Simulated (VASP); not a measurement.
# AlN (P6_3mc) in VASP: settings compared

The runs below take AlN through relaxation of cell and atoms, single point, with r2SCAN, r2SCANh, PBE-based screened hybrid with 25 % exact exchange, PBE-based screened hybrid with 30 % exact exchange, PBE-based screened hybrid with 40 % exact exchange.

Everything below comes from runs of VASP 6.6.1. Logs are shortened: lines on timing, memory, paths and dates and some standing lists are left out, and cuts for length are marked.

### 1 The cell of the first run

The structure is hexagonal, space group P6_3mc (No. 186). Conventional cell: a = 3.113 Å, b = 3.113 Å, c = 4.981 Å, α = 90.00°, β = 90.00°, γ = 120.00°. Within 2.5 Å of Al (site symmetry 3m) lie 4 N at 1.89 Å. N (site symmetry 3m) has 4 Al at 1.89 Å within 2.5 Å.

### 2 Relaxation of cell and atoms, r2SCAN

POSCAR reads:

```
AlN
1.0
    3.1130000000      0.0000000000      0.0000000000
   -1.5565000000      2.6959370820      0.0000000000
    0.0000000000      0.0000000000      4.9810000000
Al N
2 2
Direct
    0.6666666667      0.3333333333      0.5000000000
    0.3333333333      0.6666666667      0.0000000000
    0.6666666667      0.3333333333      0.8800000000
    0.3333333333      0.6666666667      0.3800000000
```

INCAR.step1 reads:

```
ALGO     = Normal         # electronic algorithm
EDIFF    = 1E-4           # SCF threshold, eV
ENCUT    = 600            # plane-wave cutoff, eV
GGA      = PE             # functional
ISMEAR   = -1             # smearing method
LASPH    = T              # aspherical terms in the spheres
LCHARG   = F              # write CHGCAR
LREAL    = F              # projectors in reciprocal space
LWAVE    = T              # write WAVECAR
NELM     = 60             # most SCF steps
PREC     = Accurate       # precision mode
SIGMA    = 0.05           # smearing width, eV
```

INCAR.step2 reads:

```
ALGO     = Normal         # electronic algorithm
EDIFF    = 1E-7           # SCF threshold, eV
EDIFFG   = -0.01          # ionic threshold
ENCUT    = 600            # plane-wave cutoff, eV
IBRION   = 2              # ionic algorithm
ISIF     = 3              # what is computed and relaxed
ISMEAR   = -1             # smearing method
ISTART   = 1            
LASPH    = T              # aspherical terms in the spheres
LCHARG   = F              # write CHGCAR
LMIXTAU  = T            
LREAL    = F              # projectors in reciprocal space
LWAVE    = F              # write WAVECAR
METAGGA  = R2SCAN         # meta-GGA
NELM     = 60             # most SCF steps
NSW      = 60             # ionic steps
PREC     = Accurate       # precision mode
SIGMA    = 0.05           # smearing width, eV
```

KPOINTS reads:

```
k-points
0
Gamma
  10 10 6
```

Potentials or basis: VASP PAW PBE potentials, release 64 (Al, N).

Started as:

```console
$ cat potpaw_PBE.64/Al/POTCAR potpaw_PBE.64/N/POTCAR > POTCAR
$ cp INCAR.step1 INCAR
$ mpirun -np 1 vasp_std > vasp.out
$ cp INCAR.step2 INCAR
$ mpirun -np 1 vasp_std > vasp.out
```

OUTCAR:

```text
EDIFF = 1E-7
   EDIFFG = -0.01
   ENCUT = 600
   IBRION = 2
   ISIF = 3
   ISMEAR = -1
   ISTART = 1
   LASPH = T
   LREAL = F
   METAGGA = R2SCAN
   NELM = 60
   NSW = 60
   PREC = Accurate

 ion  position               nearest neighbor table
   1  0.667  0.333  0.500-   3 1.89   4 1.89   4 1.89   4 1.89   2 3.07   2 3.07   2 3.07   2 3.07
                             2 3.07   2 3.07
   2  0.333  0.667  0.000-   4 1.89   3 1.89   3 1.89   3 1.89   1 3.07   1 3.07   1 3.07   1 3.07
                             1 3.07   1 3.07
   3  0.667  0.333  0.880-   1 1.89   2 1.89   2 1.89   2 1.89
   4  0.333  0.667  0.380-   2 1.89   1 1.89   1 1.89   1 1.89

  LATTYP: Found a hexagonal cell.
 ALAT       =     3.1130000000
 C/A-ratio  =     1.6000642467

  Lattice vectors:

 A1 = (   3.1130000000,   0.0000000000,   0.0000000000)
 A2 = (  -1.5565000000,   2.6959370820,   0.0000000000)
 A3 = (   0.0000000000,   0.0000000000,   4.9810000000)

Analysis of symmetry for initial positions (statically):
=====================================================================
 Subroutine PRICEL returns:
 Original cell was already a primitive cell.

 Routine SETGRP: Setting up the symmetry group for a
 hexagonal supercell.

 Subroutine GETGRP returns: Found 12 space group operations
 (whereof  6 operations were pure point group operations)
 out of a pool of 24 trial point group operations.

The static configuration has the point symmetry C_3v.
 The point group associated with its full space group is C_6v.

Analysis of symmetry for dynamics (positions and initial velocities):
=====================================================================
 Subroutine PRICEL returns:
 Original cell was already a primitive cell.

 Routine SETGRP: Setting up the symmetry group for a
 hexagonal supercell.

 Subroutine GETGRP returns: Found 12 space group operations
 (whereof  6 operations were pure point group operations)
 out of a pool of 24 trial point group operations.

The dynamic configuration has the point symmetry C_3v.
 The point group associated with its full space group is C_6v.

 Subroutine INISYM returns: Found 12 space group operations
 (whereof  6 operations are pure point group operations),
 and found     1 'primitive' translations

----------------------------------------------------------------------------------------

                                     Primitive cell

[... 108 lines left out ...]
   EFERMI =   0.00;   METHOD = LEGACY
   ISMEAR =    -1;   SIGMA  =   0.05  broadening in eV -4-tet -1-fermi 0-gaus
   EFERMI_NEDOS =   21; number of points for ismear=-14 and -15
   IALGO  =     38    algorithm
   IMIX   =      4    mixing-type and parameters
     AMIX     =   0.40;   BMIX     =  1.00
     AMIX_MAG =   1.60;   BMIX_MAG =  1.00
  volume/ion in A,a.u.               =      10.45        70.52
  Fermi-wavevector in a.u.,A,eV,Ry     =   1.188629  2.246183 19.222843  1.412839
  Thomas-Fermi vector in A             =   2.324754
   LORBIT       =      0    0 simple, 1 ext, 2 COOP (PROOUT), +10 PAW based schemes
   METAGGA = R2SCAN    functional components
   LHFCALC =     F    Hartree Fock is set to
   AEXX    =    0.0000 exact exchange contribution
   IVDW    =     0    specifies the selected vdW correction
   LEPSILON=     F    determine dielectric tensor
   LRPA    =     F    only Hartree local field effects (RPA)
 conjugate gradient relaxation of ions
 non-spin polarized calculation
  energy-cutoff  :      600.00
  volume of cell :       41.80
 maximum number of plane-waves:      1412
 NGX is ok and might be reduce to    28
   NGX = 13   NGY = 13   NGZ = 19

--------------------------------------- Ionic step        1  -------------------------------------------

 number of electron      16.0000000 magnetization

 Free energy of the ion-electron system (eV)
  ---------------------------------------------------
  ext. energy  EPLUGINS =         0.00000000
  ---------------------------------------------------
  free energy    TOTEN  =       -38.45373190 eV

  energy without entropy =      -38.45373190  energy(sigma->0) =      -38.45373190

------------------------ aborting loop because EDIFF is reached ----------------------------------------

  FORCE on cell =-STRESS in cart. coord.  units (eV):
  Direction    XX          YY          ZZ          XY          YZ          ZX
  --------------------------------------------------------------------------------------
  -------------------------------------------------------------------------------------
  Total       -0.4832793     -0.4832793     -0.0087285      0.0000000      0.0000000      0.0000000
  in kB      -18.5226588    -18.5226588     -0.3345359      0.0000000      0.0000000      0.0000000
  external PRESSURE =     -12.4599511 kB  Pullay stress =       0.0000000 kB
[... 139 lines left out ...]
--------------------------------------- Ionic step        5  -------------------------------------------

 number of electron      15.9999999 magnetization

 Free energy of the ion-electron system (eV)
  ---------------------------------------------------
  ext. energy  EPLUGINS =         0.00000000
  ---------------------------------------------------
  free energy    TOTEN  =       -38.45591806 eV

  energy without entropy =      -38.45591806  energy(sigma->0) =      -38.45591806

 E-fermi :   6.9524     XC(G=0): -11.4235

 val. band max:        5.9278858722   @ k =   0.0000   0.0000   0.0000
 cond. band min:      10.8659447238   @ k =   0.0000   0.0000   0.0000
 fundamental gap:      4.9380588516
 Fermi energy:         6.9524230025

 k-point     1 :       0.0000    0.0000    0.0000
  band No.  band energies     occupation
      1     -10.0577      2.00000
      2      -7.9334      2.00000
      3      -0.1461      2.00000
      4       5.0506      2.00000
      5       5.0506      2.00000
      6       5.7099      2.00000
      7       5.7099      2.00000
      8       5.9279      2.00000
      9      10.8659      0.00000
     10      13.4910      0.00000
     11      17.5549      0.00000
     12      17.9939      0.00000
[... 331 lines left out ...]
 k-point    24 :       0.4000    0.1000    0.1667
  band No.  band energies     occupation
      1      -8.0843      2.00000
      2      -7.4326      2.00000
      3       0.4544      2.00000
      4       1.4779      2.00000
      5       2.8213      2.00000
      6       3.6087      2.00000
      7       4.4951      2.00000
      8       4.8383      2.00000
      9      12.1381      0.00000
     10      13.1388      0.00000
     11      15.6677      0.00000
     12      16.6495      0.00000

 [... further k-points ...]
[... 5 lines left out ...]
  --------------------------------------------------------------------------------------
  -------------------------------------------------------------------------------------
  Total        0.0137439      0.0137439     -0.0172713      0.0000000      0.0000000      0.0000000
  in kB        0.5299712      0.5299712     -0.6659879      0.0000000      0.0000000      0.0000000
  external PRESSURE =       0.1313182 kB  Pullay stress =       0.0000000 kB
[... 19 lines left out ...]
  FREE ENERGIE OF THE ION-ELECTRON SYSTEM (eV)
  ---------------------------------------------------
  free  energy   TOTEN  =       -38.4559180631 eV

  energy  without entropy=      -38.4559180631  energy(sigma->0) =      -38.45591806

 reached required accuracy - stopping structural energy minimisation
```

Wall time 4.8 min (1 thread of Intel Xeon 6975P-C (Granite Rapids), shared host); peak memory 0.2 GiB.

What came out:

```
Free energy                           : -38.4559 eV
Relaxed volume                        : 10.39 Å³/atom
Relaxed cell                          : a = 3.105 Å, b = 3.105 Å, c = 4.978 Å, α = 90.00°, β = 90.00°, γ = 120.00°
Space group after relaxing (to 0.1 Å) : P6_3mc (No. 186)
Energy gained by relaxing             : 0.5 meV/atom
Ionic steps                           : 5
Pressure after relaxing               : 0.0 GPa
Largest force after relaxing          : 0.007 eV/Å
Band gap on the k mesh                : 4.94 eV
```

Forces on the atoms (eV/Å):
```
Al   0.000  0.000 -0.007
Al   0.000  0.000 -0.007
N    0.000  0.000  0.007
N    0.000  0.000  0.007
```

Step by step:
| step | energy change (eV) | largest force (eV/Å) | pressure (GPa) | volume (Å³) |
| --- | --- | --- | --- | --- |
| 1 | 0.0000 | 0.1251 | -1.25 | 41.80 |
| 2 | 0.0001 | 0.0987 | 1.28 | 41.31 |
| 3 | -0.0021 | 0.0148 | -0.03 | 41.56 |
| 4 | -0.0021 | 0.0122 | 0.00 | 41.56 |
| 5 | -0.0022 | 0.0067 | 0.01 | 41.55 |

Final structure:
```
Al N
1.0
     3.10457    0.00000    0.00000
    -1.55229    2.68864    0.00000
     0.00000    0.00000    4.97776
Al N
2 2
Direct
  0.66667 0.33333 0.49927
  0.33333 0.66667 0.99927
  0.66667 0.33333 0.88073
  0.33333 0.66667 0.38073
```

Caveat: the PAW data sets were made with another functional, which shifts forces and pressure a little.

(Continued in part 2 of 2.)
